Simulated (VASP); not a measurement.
A run of VASP 6.6.1 is set up as follows.

INCAR

```
SYSTEM = Al3InAs4
PREC = Accurate ; ENCUT = 520
EDIFF = 1E-6 ; ISMEAR = 0
SIGMA = 0.02 ; LREAL = .False.
LASPH = .True. ; NELM = 60
ALGO = Normal ; ISIF = 2
LWAVE = .False. ; LCHARG = .True.
GGA = PE ; LELF = .True.
LVHAR = .True. ; NBANDS = 31
```

Contents of KPOINTS:

```
Automatic mesh
0
Gamma
  8 8 4
  0 0 0
```

Contents of POSCAR:

```
Al3InAs4
1.0
    4.1653683597      0.0000000000      0.0000000000
    0.0000000000      4.1653683597      0.0000000000
    0.0000000000      0.0000000000     11.8128346629
Al In As
3 1 4
Direct
    0.0000000000      0.0000000000      0.7409544277
    0.5000000000      0.5000000000      0.5000000000
    0.0000000000      0.0000000000      0.2590455723
    0.5000000000      0.5000000000      0.0000000000
    0.5000000000      0.0000000000      0.6204338416
    0.0000000000      0.5000000000      0.3795661584
    0.5000000000      0.0000000000      0.1404866619
    0.0000000000      0.5000000000      0.8595133381
```

Potentials or basis: VASP PAW PBE potentials, release 64 (Al, In_d, As).

Run with:

```sh
$ cat potpaw_PBE.64/Al/POTCAR potpaw_PBE.64/In_d/POTCAR potpaw_PBE.64/As/POTCAR > POTCAR
$ mpirun -np 1 vasp_std > vasp.out
```

**Question.** Estimate the largest force.

**Answer.** 0.005 eV/Å.

**Question.** Estimate the band gap on the k mesh.

**Answer.** 0.84 eV.

**Question.** What does it give for the pressure?

**Answer.** -1.6 GPa.

Forces in eV/Å, atoms in the order of the input:
```
Al   0.000  0.000 -0.001
Al   0.000  0.000  0.000
Al   0.000  0.000  0.001
In   0.000  0.000  0.000
As   0.000  0.000  0.000
As   0.000  0.000  0.000
As   0.000  0.000  0.005
As   0.000  0.000 -0.005
```

Caveat: spin-orbit coupling is left out, which moves the levels of the heavy elements.
